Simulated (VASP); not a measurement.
Wanted: the native input for a VASP 6.6.1 run.

- Task: single point
- Functional: LDA
- Potentials or basis: VASP PAW LDA potentials, release 64 (Li_sv)
- Cutoff: 520 eV
- k mesh: 16 × 16 × 16
- Occupations: fermi-dirac, width 0.05 eV
- Spin: no spin polarisation
- Dipole correction: no
- Further INCAR settings: ALGO = Normal; EDIFF = 1e-06; NBANDS = 8

The structure of Li lies in POSCAR:

```
Li
1.0
    0.0000000000      2.0621035346      2.0621035346
    2.0621035346      0.0000000000      2.0621035346
    2.0621035346      2.0621035346      0.0000000000
Li
1
Direct
    0.0000000000      0.0000000000      0.0000000000
```

One way to write it, as run:

INCAR

```
ALGO     = Normal         # electronic algorithm
EDIFF    = 1E-6           # SCF threshold, eV
ENCUT    = 520            # plane-wave cutoff, eV
ISIF     = 2              # what is computed and relaxed
ISMEAR   = -1             # smearing method
LASPH    = True           # aspherical terms in the spheres
LCHARG   = False          # write CHGCAR
LREAL    = False          # projectors in reciprocal space
LWAVE    = False          # write WAVECAR
NBANDS   = 8              # bands
NELM     = 100            # most SCF steps
PREC     = Accurate       # precision mode
SIGMA    = 0.05           # smearing width, eV
```

KPOINTS

```
k-points
0
Gamma
  16 16 16
```

Potentials or basis: VASP PAW LDA potentials, release 64 (Li_sv).

The run is started by

```sh
$ cat potpaw_LDA.64/Li_sv/POTCAR > POTCAR
$ mpirun -np 1 vasp_std > vasp.out
```

Run time: 9.5 s on 1 thread of AMD EPYC 9R45 96-Core Processor (Zen 5), on a shared host, peak memory 0.1 GiB.
